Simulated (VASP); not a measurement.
# BaTiO3 (P1) in VASP: settings compared, part 2 of 2

VASP 6.6.1. The steps go on from the part before.

### 4 Single point, PBE+U

Contents of INCAR:

```
PREC = Accurate
ENCUT = 520
EDIFF = 1E-6
ISMEAR = -1
SIGMA = 0.05
LREAL = F
LASPH = T
NELM = 150
ALGO = Normal
ISIF = 2
LWAVE = F
LCHARG = T
LMAXMIX = 4
LDAU = T
LDAUTYPE = 2
LDAUL = -1 2 -1
LDAUU = 0 1 0
LDAUJ = 0 0 0
LDAUPRINT = 1
GGA = PE
LELF = T
LVHAR = T
NBANDS = 28
```

Contents of KPOINTS:

```
Automatic mesh
0
Gamma
  7 7 7
```

Contents of POSCAR:

```
BaTiO3
1.0
    2.8276681600      1.6325549700      2.3177316100
   -2.8276681600      1.6325549700      2.3177316100
    0.0000000000     -3.2651099400      2.3177316100
Ba Ti O
1 1 3
Direct
    0.0334731600      0.9884685300      0.0018377600
    0.5061032600      0.5274847800      0.5372321600
    0.4862471500      0.4971470800      0.9711514600
    0.4740898700      0.9864150100      0.4720123700
    0.9787865600      0.4791845900      0.4964662400
```

Potentials or basis: VASP PAW PBE potentials, release 64 (Ba_sv, Ti_sv, O).

The run is started by

```bash
$ cat potpaw_PBE.64/Ba_sv/POTCAR potpaw_PBE.64/Ti_sv/POTCAR potpaw_PBE.64/O/POTCAR > POTCAR
$ mpirun -np 1 vasp_std > vasp.out
```

OUTCAR:

```text
PREC = Accurate
   ENCUT = 520
   EDIFF = 1E-6
   ISMEAR = -1
   LREAL = F
   LASPH = T
   NELM = 150
   ISIF = 2
   GGA = PE

 ion  position               nearest neighbor table
   1  0.033  0.988  0.002-   4 2.58   3 2.67   3 2.73   4 2.76   5 2.80   5 2.83   5 2.85   5 2.89
                             4 2.92   3 2.95   3 2.99   4 3.09   2 3.23   2 3.37   2 3.40   2 3.42
   2  0.506  0.527  0.537-   3 1.74   4 1.86   5 1.91   5 2.13   4 2.19   3 2.27   1 3.23   1 3.37
                             1 3.40   1 3.42   1 3.53   1 3.54   1 3.59   1 3.70
   3  0.486  0.497  0.971-   2 1.74   2 2.27   1 2.67   1 2.73   1 2.95   1 2.99
   4  0.474  0.986  0.472-   2 1.86   2 2.19   1 2.58   1 2.76   1 2.92   1 3.09
   5  0.979  0.479  0.496-   2 1.91   2 2.13   1 2.80   1 2.83   1 2.85   1 2.89

  LATTYP: Found a trigonal (rhomboedric) cell.
 ALAT       =     4.0041007441
 COS(alpha) =     0.0025827219

  Lattice vectors:

 A1 = (   2.8276681600,   1.6325549700,   2.3177316100)
 A2 = (  -2.8276681600,   1.6325549700,   2.3177316100)
 A3 = (   0.0000000000,  -3.2651099400,   2.3177316100)

Analysis of symmetry for initial positions (statically):
=====================================================================
 Subroutine PRICEL returns:
 Original cell was already a primitive cell.

 Routine SETGRP: Setting up the symmetry group for a
 trigonal (rhombohedral) supercell.

 Subroutine GETGRP returns: Found  1 space group operations
 (whereof  1 operations were pure point group operations)
 out of a pool of 12 trial point group operations.

The static configuration has the point symmetry C_1 .

Analysis of symmetry for dynamics (positions and initial velocities):
=====================================================================
 Subroutine PRICEL returns:
 Original cell was already a primitive cell.

 Routine SETGRP: Setting up the symmetry group for a
 trigonal (rhombohedral) supercell.

 Subroutine GETGRP returns: Found  1 space group operations
 (whereof  1 operations were pure point group operations)
 out of a pool of 12 trial point group operations.

The dynamic configuration has the point symmetry C_1 .

 Subroutine INISYM returns: Found  1 space group operations
 (whereof  1 operations are pure point group operations),
 and found     1 'primitive' translations

----------------------------------------------------------------------------------------

                                     Primitive cell

  volume of cell :      64.1964

  direct lattice vectors                    reciprocal lattice vectors
     2.827668160  1.632554970  2.317731610     0.176824143  0.102089467  0.143818780
    -2.827668160  1.632554970  2.317731610    -0.176824143  0.102089467  0.143818780
     0.000000000 -3.265109940  2.317731610     0.000000000 -0.204178934  0.143818780
[... 107 lines left out ...]
   IALGO  =     38    algorithm
   IMIX   =      4    mixing-type and parameters
     AMIX     =   0.40;   BMIX     =  1.00
     AMIX_MAG =   1.60;   BMIX_MAG =  1.00
  volume/ion in A,a.u.               =      12.84        86.64
  Fermi-wavevector in a.u.,A,eV,Ry     =   1.398271  2.642349 26.601582  1.955161
  Thomas-Fermi vector in A             =   2.521445
   LORBIT       =      0    0 simple, 1 ext, 2 COOP (PROOUT), +10 PAW based schemes
 LDA+U is selected, type is set to LDAUTYPE =  2
   angular momentum for each species LDAUL =    -1    2   -1
   U (eV)           for each species LDAUU =   0.0  1.0  0.0
   J (eV)           for each species LDAUJ =   0.0  0.0  0.0
   GGA     = PE    functional components
   LHFCALC =     F    Hartree Fock is set to
   AEXX    =    0.0000 exact exchange contribution
   IVDW    =     0    specifies the selected vdW correction
   LEPSILON=     F    determine dielectric tensor
   LRPA    =     F    only Hartree local field effects (RPA)
 non-spin polarized calculation
  energy-cutoff  :      520.00
  volume of cell :       64.20
 maximum number of plane-waves:      1752
 NGX is ok and might be reduce to    30
   NGX = 15   NGY = 15   NGZ = 15

atom =   2  type =  2  l = 2

 onsite density matrix

spin component  1

  0.1938 -0.0024  0.0059  0.0511  0.0027
 -0.0024  0.2237 -0.0018 -0.0029  0.0758
  0.0059 -0.0018  0.1355  0.0011  0.0088
  0.0511 -0.0029  0.0011  0.1950  0.0001
  0.0027  0.0758  0.0088  0.0001  0.1956

spin component  2

  0.1938 -0.0024  0.0059  0.0511  0.0027
 -0.0024  0.2237 -0.0018 -0.0029  0.0758
  0.0059 -0.0018  0.1355  0.0011  0.0088
  0.0511 -0.0029  0.0011  0.1950  0.0001
  0.0027  0.0758  0.0088  0.0001  0.1956

 occupancies and eigenvectors

  o =  0.1259  v =  0.0542 -0.4696 -0.6520 -0.0506  0.5907  0.0000  0.0000  0.0000  0.0000  0.0000      0.0000  0.0000  0.0000  0.0000  0.0000  0.0000  0.0000  0.0000  0.0000  0.0000
  o =  0.1259  v =  0.0000  0.0000  0.0000  0.0000  0.0000  0.0542 -0.4696 -0.6520 -0.0506  0.5907      0.0000  0.0000  0.0000  0.0000  0.0000  0.0000  0.0000  0.0000  0.0000  0.0000
  o =  0.1390  v = -0.4695 -0.3595  0.5653  0.3979  0.4153  0.0000  0.0000  0.0000  0.0000  0.0000      0.0000  0.0000  0.0000  0.0000  0.0000  0.0000  0.0000  0.0000  0.0000  0.0000
  o =  0.1390  v =  0.0000  0.0000  0.0000  0.0000  0.0000 -0.4695 -0.3595  0.5653  0.3979  0.4153      0.0000  0.0000  0.0000  0.0000  0.0000  0.0000  0.0000  0.0000  0.0000  0.0000
  o =  0.1459  v =  0.0000  0.0000  0.0000  0.0000  0.0000  0.5312 -0.2468  0.5023 -0.5807  0.2596      0.0000  0.0000  0.0000  0.0000  0.0000  0.0000  0.0000  0.0000  0.0000  0.0000
  o =  0.1459  v =  0.5312 -0.2468  0.5023 -0.5807  0.2596  0.0000  0.0000  0.0000  0.0000  0.0000      0.0000  0.0000  0.0000  0.0000  0.0000  0.0000  0.0000  0.0000  0.0000  0.0000
  o =  0.2459  v =  0.0000  0.0000  0.0000  0.0000  0.0000 -0.7029 -0.0020 -0.0489 -0.7077 -0.0517      0.0000  0.0000  0.0000  0.0000  0.0000  0.0000  0.0000  0.0000  0.0000  0.0000
  o =  0.2459  v = -0.7029 -0.0020 -0.0489 -0.7077 -0.0517  0.0000  0.0000  0.0000  0.0000  0.0000      0.0000  0.0000  0.0000  0.0000  0.0000  0.0000  0.0000  0.0000  0.0000  0.0000
  o =  0.2870  v =  0.0000  0.0000  0.0000  0.0000  0.0000  0.0177 -0.7677 -0.0273  0.0331 -0.6391      0.0000  0.0000  0.0000  0.0000  0.0000  0.0000  0.0000  0.0000  0.0000  0.0000
  o =  0.2870  v =  0.0177 -0.7677 -0.0273  0.0331 -0.6391  0.0000  0.0000  0.0000  0.0000  0.0000      0.0000  0.0000  0.0000  0.0000  0.0000  0.0000  0.0000  0.0000  0.0000  0.0000

 number of electron      40.0000002 magnetization

 Free energy of the ion-electron system (eV)
  ---------------------------------------------------
  ext. energy  EPLUGINS =         0.00000000
  ---------------------------------------------------
  free energy    TOTEN  =       -38.97298851 eV

  energy without entropy =      -38.97298851  energy(sigma->0) =      -38.97298851

 E-fermi :   4.9888     XC(G=0): -11.2116

 val. band max:        3.7606359245   @ k =  -0.4286   0.4286  -0.2857
 cond. band min:       6.6086226647   @ k =   0.0000   0.0000   0.0000
 fundamental gap:      2.8479867402
 Fermi energy:         4.9888035112

 k-point     1 :       0.0000    0.0000    0.0000
  band No.  band energies     occupation
      1     -52.5271      2.00000
      2     -28.9331      2.00000
      3     -28.7807      2.00000
      4     -28.7446      2.00000
      5     -21.0172      2.00000
      6     -13.1079      2.00000
[... 733 lines left out ...]
     27      11.5591      0.00000
     28      12.3790      0.00000

 [... further k-points ...]

------------------------ aborting loop because EDIFF is reached ----------------------------------------

  FORCE on cell =-STRESS in cart. coord.  units (eV):
  Direction    XX          YY          ZZ          XY          YZ          ZX
  --------------------------------------------------------------------------------------
  -------------------------------------------------------------------------------------
  Total        4.0481706      5.8954146      4.8968956      0.0075889     -1.9428972     -0.1057001
  in kB      101.0319505    147.1344215    122.2139484      0.1893990    -48.4897298     -2.6380032
  external PRESSURE =     123.4601068 kB  Pullay stress =       0.0000000 kB

 VOLUME and BASIS-vectors are now :
 -----------------------------------------------------------------------------
  energy-cutoff  :      520.00
  volume of cell :       64.20
      direct lattice vectors                 reciprocal lattice vectors
     2.827668160  1.632554970  2.317731610     0.176824143  0.102089467  0.143818780
    -2.827668160  1.632554970  2.317731610    -0.176824143  0.102089467  0.143818780
     0.000000000 -3.265109940  2.317731610     0.000000000 -0.204178934  0.143818780

 POSITION                                       TOTAL-FORCE (eV/Angst)
 -----------------------------------------------------------------------------------
     -2.70041      1.66238      2.37285        -1.285797     -0.408664     -0.266264
     -0.06046     -0.06673      3.64074         0.968943      1.646041     -1.766373
     -0.03082     -1.56547      4.53011         0.167668     -1.468228      1.066217
     -1.44869      0.84318      4.47906         0.196073     -0.106813      0.701507
      1.41271      0.75920      4.52986        -0.046887      0.337665      0.264914
 -----------------------------------------------------------------------------------
    total drift:                                0.000193     -0.000638      0.000435

  FREE ENERGIE OF THE ION-ELECTRON SYSTEM (eV)
  ---------------------------------------------------
  free  energy   TOTEN  =       -38.9729885138 eV

  energy  without entropy=      -38.9729885138  energy(sigma->0) =      -38.97298851
```

Wall time 2.6 min (1 thread of AMD EPYC 9R45 (Zen 5), shared host); peak memory 0.37 GiB.

Results:

* Free energy: -38.9730 eV
* Pressure: 12.3 GPa
* Largest force: 2.602 eV/Å
* Band gap on the k mesh: 2.85 eV (least direct gap 3.40 eV)

Forces on the atoms (eV/Å):
```
Ba  -1.286 -0.409 -0.266
Ti   0.969  1.646 -1.766
O    0.168 -1.468  1.066
O    0.196 -0.107  0.702
O   -0.047  0.338  0.265
```

Levels at points of the mesh, in eV from the valence-band top:
| k point | band 18 | band 19 | band 20 | band 21 | band 22 | band 23 |
| --- | --- | --- | --- | --- | --- | --- |
| (0.00, 0.00, 0.00) | -0.70 | -0.61 | -0.55 | 2.85 | 3.10 | 3.41 |

Eigenvalues of the final occupation matrices:
```tsv
site	spin	trace	eigenvalues
site 2 d	1	0.94	0.13 0.14 0.15 0.25 0.29
site 2 d	2	0.94	0.13 0.14 0.15 0.25 0.29
```

Caveat: the cell stands under pressure; spin-orbit coupling is left out, which moves the levels of the heavy elements; forces of over 1 eV/Å act on the atoms, so gaps and moduli don't describe the material at rest.

### 5 Single point, PBE (atoms moved at random)

Contents of INCAR:

```
SYSTEM = BaTiO3
  PREC = Accurate
  ENCUT = 520
  EDIFF = 1E-6
  ISMEAR = -1
  SIGMA = 0.05
  LREAL = .False.
  LASPH = .True.
  NELM = 100
  ALGO = Normal
  ISIF = 2
  LWAVE = .False.
  LCHARG = .False.
  GGA = PE
  NBANDS = 28
```

Contents of KPOINTS:

```
regular mesh
0
Gamma
  7 7 7
  0 0 0
```

Contents of POSCAR:

```
BaTiO3
1.0
    2.8276681600      1.6325549700      2.3177316100
   -2.8276681600      1.6325549700      2.3177316100
    0.0000000000     -3.2651099400      2.3177316100
Ba Ti O
1 1 3
Direct
    0.0335100000      0.9920620000      0.0052360000
    0.5098430000      0.5222450000      0.5430310000
    0.4852360000      0.4931790000      0.9746970000
    0.4899900000      0.9801280000      0.4782540000
    0.9736940000      0.4763010000      0.4891340000
```

The run is started by

```bash
$ cat potpaw_PBE.64/Ba_sv/POTCAR potpaw_PBE.64/Ti_sv/POTCAR potpaw_PBE.64/O/POTCAR > POTCAR
$ mpirun -np 1 vasp_std > vasp.out
```

It took 5 min on 1 thread of Oxide Virtual Turin-like, shared host; peak memory 0.37 GiB.

Results (log left out):

```yaml
Free_energy: -39.7394 eV
Pressure: 12.0 GPa
Largest_force: 2.592 eV/Å
Band_gap_on_the_k_mesh: 2.81 eV (least direct gap 3.38 eV)
```

Forces in eV/Å, atoms in the order of the input:
```
Ba  -0.995 -0.485 -0.295
Ti   0.776  1.834 -1.660
O    0.124 -1.386  0.947
O   -0.175 -0.213  0.410
O    0.270  0.251  0.598
```

Stress tensor (GPa, compression positive):
```
 9.80 -0.02 -0.48
-0.02 14.34 -4.27
-0.48 -4.27 11.84
```

Levels at points of the mesh, in eV from the valence-band top:
```
           k point  band 18  band 19  band 20  band 21  band 22  band 23
(0.00, 0.00, 0.00)    -0.77    -0.71    -0.56     2.81     3.24     3.38
```

Caveat: the cell differs from its parent crystal (atoms moved at random); the cell stands under pressure; spin-orbit coupling is left out, which moves the levels of the heavy elements; forces of over 1 eV/Å act on the atoms, so gaps and moduli don't describe the material at rest.

### 6 Overview

```tsv
level	U	cell	gap on the mesh (eV)	pressure (GPa)	largest force (eV/Å)
PBE+U	Ti d U = 5.0 eV	as given, atomic positions A	3.30	16.3	3.83
PBE+U	Ti d U = 8.0 eV	as given, atomic positions A	3.68	19.4	4.82
PBE+U	Ti d U = 1.0 eV	as given, atomic positions A	2.85	12.3	2.60
PBE	-	as given, atomic positions B	2.81	12.0	2.59
```

Alike in all rows: task single point; potentials or basis VASP PAW PBE potentials, release 64 (Ba_sv, Ti_sv, O); no spin polarisation; k mesh 7 × 7 × 7; cutoff (eV) 520; smearing fermi-dirac 0.05 eV.

Caveats: spin-orbit coupling is left out, which moves the levels of the heavy elements; forces of over 1 eV/Å act on the atoms, so gaps and moduli don't describe the material at rest; the cell stands under pressure (at least some runs); the stress differs along the axes, from 14 to 20 GPa (at least some runs); the stress differs along the axes, from 17 to 23 GPa (at least some runs).

Total energies depend on the potentials used, so only differences within one code and one set of settings carry meaning.
